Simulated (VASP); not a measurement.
## AlSn: single point with LDA

Crystal: AlSn.

```
CELL_PARAMETERS angstrom
4.19811 0.00000 0.00000
-2.09905 3.63567 0.00000
0.00000 0.00000 3.30685
ATOMIC_POSITIONS crystal
Al 0.00000 0.00000 0.00000
Sn 0.33333 0.66667 0.50000
```

| Property | Result |
| --- | --- |
| Program | VASP 6.6.1 |
| Task | single point |
| Functional | LDA |
| Potentials or basis | VASP PAW LDA potentials, release 64 (Al, Sn_d) |
| Cutoff | 500 eV |
| k mesh | 4 × 4 × 6 |
| Occupations | methfessel-paxton, width 0.15 eV |
| Spin | no spin polarisation |

The pressure is -2.9 GPa. The band gap on the k mesh is zero (an odd number of electrons rules out a gap without spin polarisation).

Stress tensor (GPa, compression positive):
```
-4.19  0.00  0.00
 0.00 -4.19  0.00
 0.00  0.00 -0.39
```

Levels at points of the mesh, in eV from the Fermi level:
```tsv
k point	band 4	band 5	band 6	band 7	band 8	band 9	band 10	band 11	band 12	band 13
(0.00, 0.00, 0.00)	-21.29	-21.29	-10.60	-0.36	-0.36	0.46	2.42	3.02	3.02	5.10
(0.50, 0.00, 0.00)	-21.29	-21.27	-8.80	-6.45	-1.95	0.44	4.21	6.30	7.03	7.77
(0.00, 0.00, 0.50)	-21.28	-21.24	-7.60	-6.35	2.55	2.55	3.44	3.44	3.59	3.89
(0.50, 0.00, 0.50)	-21.26	-21.23	-5.94	-4.37	-3.27	-2.48	1.05	2.27	3.55	3.83
```

Wall time 11 s on 1 thread of Intel Xeon 8259CL, with other jobs on the host, peak memory 0.15 GiB.

Caveat: the k points lie up to 0.43 Å⁻¹ apart, too coarse for converged energies and pressures of a metal; spin-orbit coupling is left out, which moves the levels of the heavy elements.
